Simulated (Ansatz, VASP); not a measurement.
## HgTe: VASP beside Ansatz

```
Hg Te
1.0
     0.00000    3.35244    3.22350
     3.35244    0.00000    3.22350
     3.35244    3.35244    0.00000
Hg Te
1 1
Cartesian
  0.0000 0.0000 0.0000
  5.0287 5.0287 4.8353
```

Change from the starting cell: strain +0.040 along x and y, +0.000 along z, atoms carried along.

Alike in both runs: task single point; functional PBEsol; k mesh 14 × 14 × 14; occupations gaussian, width 0.15 eV; no spin polarisation.

|  | VASP | Ansatz |
| --- | --- | --- |
| version | VASP 6.6.1 | Ansatz 0.2.0 |
| potentials or method | VASP PAW PBE potentials, release 64 (Hg, Te), cutoff 520 eV | scalar-relativistic, plane waves, PAW |
| valence electrons in the cell | 18 | 36 |

```tsv
	VASP	Ansatz	Ansatz less VASP
pressure (GPa)	-1.8	-1.9	-0.08
traceless stress, the component that is largest in VASP (GPa)	0.42	0.42	+0.001
```

VASP's potentials were made for PBE, not for PBEsol. With one functional, cell and mesh, what is left measures potentials, basis and numerics. VASP's potentials hold 18 valence electrons a cell and Ansatz's 36, so a difference there can come from the potentials and not from the codes.

Spin-orbit coupling is off throughout.
